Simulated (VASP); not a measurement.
# BN in VASP: a series of runs

BN is run at these levels: LDA; tasks: single point, relaxation of shape and atoms at fixed volume.

Everything below comes from runs of VASP 6.6.1. Logs are shortened: lines on timing, memory, paths and dates and some standing lists are left out, and cuts for length are marked.

## 1. The cell of the first run

The typed cell holds 2 atoms: a = 2.487 Å, b = 2.487 Å, c = 3.473 Å, α = 90.01°, β = 110.98°, γ = 120.00°.

## 2. Single point, LDA (8.47 Å³/atom)

Input file INCAR:

```
SYSTEM = BN
ALGO = Normal
EDIFF = 1E-6
ENCUT = 520
GGA = CA
ISIF = 2
ISMEAR = 0
LASPH = .TRUE.
LCHARG = .TRUE.
LELF = .TRUE.
LREAL = .FALSE.
LVHAR = .TRUE.
LWAVE = .FALSE.
NBANDS = 11
NELM = 80
PREC = Accurate
SIGMA = 0.01
```

Input file KPOINTS:

```
k-points
0
G
  12 12 12
  0 0 0
```

Input file POSCAR:

```
BN
1.0
    2.4758680944      0.0024421986     -0.2378577871
   -1.2286241589      2.1495130095      0.2378688924
   -0.9385481353     -0.8934673122      3.2218315455
B N
1 1
Direct
    0.9912236127      0.9915163784     -0.0058740089
    0.6569253873      0.3243676216      0.9926790089
```

Potentials or basis: VASP PAW LDA potentials, release 64 (B, N).

Started as:

```bash
> cat potpaw_LDA.64/B/POTCAR potpaw_LDA.64/N/POTCAR > POTCAR
> mpirun -np 1 vasp_std > vasp.out
```

OUTCAR:

```text
SYSTEM = BN
   EDIFF = 1E-6
   ENCUT = 520
   GGA = CA
   ISIF = 2
   ISMEAR = 0
   LASPH = .TRUE.
   LREAL = .FALSE.
   NELM = 80
   PREC = Accurate

 ion  position               nearest neighbor table
   1  0.991  0.992  0.994-   2 1.44   2 1.44   2 1.44
   2  0.657  0.324  0.993-   1 1.44   1 1.44   1 1.44

  LATTYP: Found a base centered monoclinic cell.
 ALAT       =     4.3080728633
 B/A-ratio  =     0.5773517338
 C/A-ratio  =     0.8061491875
 COS(beta)  =    -0.4136241210

  Lattice vectors:

 A1 = (  -1.2286241589,   2.1495130095,   0.2378688924)
 A2 = (  -2.4758680944,  -0.0024421986,   0.2378577871)
 A3 = (   1.5373199591,  -0.8910251136,   2.9839737584)

Analysis of symmetry for initial positions (statically):
=====================================================================
 Subroutine PRICEL returns:
 Original cell was already a primitive cell.

 Routine SETGRP: Setting up the symmetry group for a
 base centered monoclinic supercell.

 Subroutine GETGRP returns: Found  2 space group operations
 (whereof  1 operations were pure point group operations)
 out of a pool of  4 trial point group operations.

The static configuration has the point symmetry C_1 .
 The point group associated with its full space group is C_1h.

Analysis of symmetry for dynamics (positions and initial velocities):
=====================================================================
 Subroutine PRICEL returns:
 Original cell was already a primitive cell.

 Routine SETGRP: Setting up the symmetry group for a
 base centered monoclinic supercell.

 Subroutine GETGRP returns: Found  2 space group operations
 (whereof  1 operations were pure point group operations)
 out of a pool of  4 trial point group operations.

The dynamic configuration has the point symmetry C_1 .
 The point group associated with its full space group is C_1h.

 Subroutine INISYM returns: Found  2 space group operations
 (whereof  1 operations are pure point group operations),
 and found     1 'primitive' translations

----------------------------------------------------------------------------------------

                                     Primitive cell

  volume of cell :      16.9406

  direct lattice vectors                    reciprocal lattice vectors
     2.475868094  0.002442199 -0.237857787     0.421347314  0.220485572  0.183886519
    -1.228624159  2.149513010  0.237868892     0.012080399  0.457691379  0.130444536
    -0.938548135 -0.893467312  3.221831546     0.030214860 -0.017513743  0.314327465

  length of vectors
     2.487268605  2.487268605  3.472658196     0.509864392  0.476070490  0.316261639

  position of ions in fractional coordinates (direct lattice)
     0.991223613  0.991516378  0.994125991
     0.656925387  0.324367622  0.992679009

  ion indices of the primitive-cell ions
   primitive index   ion index
                 1           1
                 2           2

----------------------------------------------------------------------------------------

 KPOINTS: k-points

Automatic generation of k-mesh.
 Grid dimensions read from file:
 generate k-points for:   12   12   12

 Generating k-lattice:

  Cartesian coordinates                     Fractional coordinates (reciprocal lattice)
     0.035112276  0.018373798  0.015323877     0.083333333  0.000000000  0.000000000
     0.001006700  0.038140948  0.010870378    -0.000000000  0.083333333  0.000000000
     0.002517905 -0.001459479  0.026193955    -0.000000000  0.000000000  0.083333333

  Length of vectors
     0.042488699  0.039672541  0.026355137

  Shift w.r.t. Gamma in fractional coordinates (k-lattice)
     0.000000000  0.000000000  0.000000000

 Subroutine IBZKPT returns following result:
 ===========================================

 Found    476 irreducible k-points:

 Following reciprocal coordinates:
            Coordinates               Weight
  0.000000  0.000000  0.000000      1.000000
  0.083333 -0.000000  0.000000      4.000000
  0.166667 -0.000000 -0.000000      4.000000
  0.250000 -0.000000  0.000000      4.000000
  0.333333 -0.000000  0.000000      4.000000
  0.416667 -0.000000 -0.000000      4.000000
[... 16 lines left out ...]
  0.250000  0.166667  0.000000      4.000000
  0.333333  0.166667  0.000000      4.000000
 [... further k-points ...]
   k-points           NKPTS =    476   k-points in BZ     NKDIM =    476   number of bands    NBANDS=     11
   number of dos      NEDOS =    301   number of ions     NIONS =      2
   total plane-waves  NPLWV =   9072
   dimension x,y,z NGX =    18 NGY =   18 NGZ =   28
   dimension x,y,z NGXF=    36 NGYF=   36 NGZF=   56
   ions per type =               1   1
   NGX,Y,Z   is equivalent  to a cutoff of  12.03, 12.03, 13.40 a.u.
   NGXF,Y,Z  is equivalent  to a cutoff of  24.06, 24.06, 26.81 a.u.
 SYSTEM =  BN
   PREC   = accura    normal or accurate (medium, high low for compatibility)
   ISTART =      0    job   : 0-new  1-cont  2-samecut
   ICHARG =      2    charge: 1-file 2-atom 10-const
   ISPIN  =      1    spin polarized calculation?
   LNONCOLLINEAR =      F non collinear calculations
   LSORBIT =      F    spin-orbit coupling
   LASPH  =      T    aspherical Exc in radial PAW
   ENCUT  =  520.0 eV  38.22 Ry    6.18 a.u.   4.62  4.62  6.46*2*pi/ulx,y,z
   NELM   =     80;   NELMIN=  2; NELMDL= -5     # of ELM steps
   EDIFF  = 0.1E-05   stopping-criterion for ELM
   LREAL  =      F    real-space projection
   EDIFFG = 0.1E-04   stopping-criterion for IOM
   NSW    =      0    number of steps for IOM
   IBRION =     -1    ionic relax: 0-MD 1-quasi-New 2-CG
   NFREE  =      0    steps in history (QN), initial steepest desc. (CG)
   ISIF   =      2    stress and relaxation
   ISYM   =      2    0-nonsym 1-usesym 2-fastsym
   POTIM  = 0.5000    time-step for ionic-motion
   TEBEG  =    0.0;   TEEND  =   0.0 temperature during run
   PSTRESS=    0.0 pullay stress
   NELECT =       8.0000    total number of electrons
   NUPDOWN=      -1.0000    fix difference up-down
   EMIN   =  10.00;   EMAX   =-10.00  energy-range for DOS
   EFERMI =   0.00;   METHOD = LEGACY
   ISMEAR =     0;   SIGMA  =   0.01  broadening in eV -4-tet -1-fermi 0-gaus
   EFERMI_NEDOS =   21; number of points for ismear=-14 and -15
   IALGO  =     38    algorithm
   IMIX   =      4    mixing-type and parameters
     AMIX     =   0.40;   BMIX     =  1.00
     AMIX_MAG =   1.60;   BMIX_MAG =  1.00
  volume/ion in A,a.u.               =       8.47        57.16
  Fermi-wavevector in a.u.,A,eV,Ry     =   1.274857  2.409130 22.113010  1.625260
  Thomas-Fermi vector in A             =   2.407602
   LORBIT       =      0    0 simple, 1 ext, 2 COOP (PROOUT), +10 PAW based schemes
   GGA     = CA    functional components
   LHFCALC =     F    Hartree Fock is set to
   AEXX    =    0.0000 exact exchange contribution
   IVDW    =     0    specifies the selected vdW correction
   LEPSILON=     F    determine dielectric tensor
   LRPA    =     F    only Hartree local field effects (RPA)
 non-spin polarized calculation
 Gauss-broadening in eV      SIGMA  =   0.01
  energy-cutoff  :      520.00
  volume of cell :       16.94
 maximum number of plane-waves:       467
   NGX =  9   NGY =  9   NGZ = 13

 number of electron       7.9999999 magnetization

 Free energy of the ion-electron system (eV)
  ---------------------------------------------------
  ext. energy  EPLUGINS =         0.00000000
  ---------------------------------------------------
  free energy    TOTEN  =       -19.29078454 eV

  energy without entropy =      -19.29078454  energy(sigma->0) =      -19.29078454

 E-fermi :   2.8081     XC(G=0): -10.8753

 val. band max:        2.6512037155   @ k =   0.3333   0.4167  -0.0000
 cond. band min:       6.6051284115   @ k =   0.5000   0.5000   0.5000
 fundamental gap:      3.9539246960
 Fermi energy:         2.8080574960

 k-point     1 :       0.0000    0.0000    0.0000
  band No.  band energies     occupation
      1     -15.1272      2.00000
      2      -1.2776      2.00000
      3       1.3664      2.00000
      4       1.3664      2.00000
      5       7.9392      0.00000
      6      14.3652      0.00000
      7      14.3654      0.00000
      8      15.9125      0.00000
      9      18.0847      0.00000
     10      28.7351      0.00000
     11      31.6299      0.00000

 k-point     2 :       0.0833   -0.0000    0.0000
  band No.  band energies     occupation
      1     -14.9762      2.00000
      2      -1.2200      2.00000
      3       0.8127      2.00000
      4       1.0955      2.00000
      5       8.3541      0.00000
      6      14.2781      0.00000
      7      14.9638      0.00000
      8      15.4404      0.00000
      9      18.5163      0.00000
     10      28.5536      0.00000
     11      29.1220      0.00000

 k-point     3 :       0.1667   -0.0000   -0.0000
  band No.  band energies     occupation
      1     -14.5328      2.00000
      2      -1.0436      2.00000
      3      -0.5443      2.00000
      4       0.4374      2.00000
      5       9.4087      0.00000
      6      13.7770      0.00000
      7      14.4706      0.00000
      8      16.5834      0.00000
      9      19.5559      0.00000
     10      25.5099      0.00000
     11      29.5580      0.00000

 k-point     4 :       0.2500   -0.0000    0.0000
  band No.  band energies     occupation
      1     -13.8312      2.00000
      2      -2.3605      2.00000
      3      -0.5662      2.00000
      4      -0.3246      2.00000
      5      10.3923      0.00000
      6      12.4064      0.00000
      7      14.2720      0.00000
      8      18.8556      0.00000
      9      20.7918      0.00000
     10      23.4885      0.00000
     11      28.9040      0.00000

 k-point     5 :       0.3333   -0.0000    0.0000
  band No.  band energies     occupation
      1     -12.9505      2.00000
      2      -4.1242      2.00000
      3      -0.9789      2.00000
      4       0.0867      2.00000
      5       9.1682      0.00000
      6      12.5166      0.00000
      7      14.9069      0.00000
      8      21.3668      0.00000
      9      21.4815      0.00000
     10      22.8849      0.00000
     11      28.8079      0.00000
[... 211 lines left out ...]
 k-point    21 :       0.0833    0.1667   -0.0000
  band No.  band energies     occupation
      1     -14.1362      2.00000
      2      -1.6461      2.00000
      3      -0.4981      2.00000
      4      -0.2073      2.00000
      5       9.9244      0.00000
      6      13.1561      0.00000
      7      14.5474      0.00000
      8      17.4071      0.00000
      9      20.4181      0.00000
     10      23.8033      0.00000
     11      27.8022      0.00000

 k-point    22 :       0.1667    0.1667    0.0000
  band No.  band energies     occupation
      1     -13.4586      2.00000
      2      -2.8420      2.00000
      3      -1.2609      2.00000
      4      -0.0821      2.00000
      5      10.4856      0.00000
      6      12.6241      0.00000
      7      15.1884      0.00000
      8      18.0003      0.00000
      9      20.9705      0.00000
     10      22.7660      0.00000
     11      27.5653      0.00000

 k-point    23 :       0.2500    0.1667    0.0000
  band No.  band energies     occupation
      1     -12.6164      2.00000
      2      -4.1709      2.00000
      3      -2.1723      2.00000
      4       0.5572      2.00000
      5       9.1400      0.00000
      6      13.7438      0.00000
      7      15.6188      0.00000
      8      19.0604      0.00000
      9      20.3516      0.00000
     10      23.9518      0.00000
     11      27.1421      0.00000

 k-point    24 :       0.3333    0.1667    0.0000
  band No.  band energies     occupation
      1     -11.8018      2.00000
      2      -5.3644      2.00000
      3      -2.7246      2.00000
      4       1.3082      2.00000
      5       7.5685      0.00000
      6      14.4173      0.00000
      7      16.1627      0.00000
      8      19.7437      0.00000
      9      21.4444      0.00000
     10      24.4259      0.00000
     11      27.0006      0.00000

 [... further k-points ...]

------------------------ aborting loop because EDIFF is reached ----------------------------------------

  FORCE on cell =-STRESS in cart. coord.  units (eV):
  Direction    XX          YY          ZZ          XY          YZ          ZX
  --------------------------------------------------------------------------------------
  -------------------------------------------------------------------------------------
  Total        0.1516394      0.1523081      0.0542019      0.0005838      0.0055493     -0.0095735
  in kB       14.3414304     14.4046785      5.1261918      0.0552102      0.5248310     -0.9054206
  external PRESSURE =      11.2907669 kB  Pullay stress =       0.0000000 kB

 VOLUME and BASIS-vectors are now :
 -----------------------------------------------------------------------------
  energy-cutoff  :      520.00
  volume of cell :       16.94
      direct lattice vectors                 reciprocal lattice vectors
     2.475868094  0.002442199 -0.237857787     0.421347314  0.220485572  0.183886519
    -1.228624159  2.149513010  0.237868892     0.012080399  0.457691379  0.130444536
    -0.938548135 -0.893467312  3.221831546     0.030214860 -0.017513743  0.314327465

 POSITION                                       TOTAL-FORCE (eV/Angst)
 -----------------------------------------------------------------------------------
      0.30290      1.24548      3.20299         0.000009     -0.000005      0.000516
      0.29626     -0.18809      3.11915        -0.000009      0.000005     -0.000516
 -----------------------------------------------------------------------------------
    total drift:                                0.000063     -0.000033      0.000109

  FREE ENERGIE OF THE ION-ELECTRON SYSTEM (eV)
  ---------------------------------------------------
  free  energy   TOTEN  =       -19.2907845448 eV

  energy  without entropy=      -19.2907845448  energy(sigma->0) =      -19.29078454
```

Run time: 56 s. Hardware: 1 thread of Intel Xeon Platinum 8259CL at 2.50GHz (Skylake/Cascade Lake), shared host; peak memory 0.18 GiB.

What came out:

| Quantity | Value |
| --- | --- |
| Free energy | -19.2908 eV |
| Pressure | 1.1 GPa |
| Band gap on the k mesh | 3.95 eV (least direct gap 4.62 eV) |

## 3. Single point, LDA

This run uses another cell than the first one, of 8.64 Å³/atom.

Input file INCAR:

```
SYSTEM = BN
PREC = Accurate
ENCUT = 520
EDIFF = 1E-7
ISMEAR = 0
SIGMA = 0.01
LREAL = .FALSE.
LASPH = .TRUE.
NELM = 80
ALGO = Normal
ISIF = 2
LWAVE = .FALSE.
LCHARG = .FALSE.
NBANDS = 11
```

Input file KPOINTS:

```
regular mesh
0
G
  12 12 12
  0 0 0
```

Input file POSCAR:

```
BN
1.0
    2.4772132682      0.0024290359     -0.2377062437
   -1.2293042590      2.1506736695      0.2377173549
   -0.9330279391     -0.8974335381      3.2824564005
B N
1 1
Direct
    0.9911240035      0.9914667070     -0.0060232895
    0.6570249965      0.3244172930      0.9928282895
```

Potentials or basis: VASP PAW LDA potentials, release 64 (B, N).

Started as:

```bash
> cat potpaw_LDA.64/B/POTCAR potpaw_LDA.64/N/POTCAR > POTCAR
> mpirun -np 1 vasp_std > vasp.out
```

Run time: 68 s. Hardware: 1 thread of Intel Xeon Platinum 8259CL at 2.50GHz (Skylake/Cascade Lake), shared host; peak memory 0.19 GiB.

It converged, with:

* Free energy: -19.2916 eV
* Pressure: 0.5 GPa
* Band gap on the k mesh: 4.02 eV (least direct gap 4.60 eV)

Stress tensor (GPa, compression positive):
```
 0.77  0.01 -0.09
 0.01  0.78  0.05
-0.09  0.05 -0.13
```

Levels at points of the mesh, in eV from the valence-band top:
| k point | band 1 | band 2 | band 3 | band 4 | band 5 | band 6 | band 7 | band 8 | band 9 |
| --- | --- | --- | --- | --- | --- | --- | --- | --- | --- |
| (0.00, 0.00, 0.00) | -17.72 | -4.03 | -1.27 | -1.27 | 5.16 | 11.72 | 11.72 | 13.24 | 15.32 |
| (0.50, 0.00, 0.00) | -14.30 | -8.81 | -4.18 | -1.30 | 4.02 | 10.04 | 14.32 | 18.02 | 20.92 |
| (0.00, 0.50, 0.00) | -14.41 | -8.98 | -4.09 | -0.54 | 5.24 | 10.15 | 13.02 | 15.23 | 20.23 |
| (0.50, 0.50, 0.00) | -14.41 | -8.99 | -4.09 | -0.54 | 5.24 | 10.15 | 13.02 | 15.22 | 20.22 |
| (0.00, 0.00, 0.50) | -17.33 | -6.53 | -1.30 | -1.30 | 10.43 | 11.61 | 11.62 | 12.89 | 16.88 |
| (0.50, 0.50, 0.50) | -14.30 | -8.81 | -4.18 | -1.30 | 4.02 | 10.04 | 14.32 | 18.02 | 20.92 |

(Part 1 of 2 ends here.)
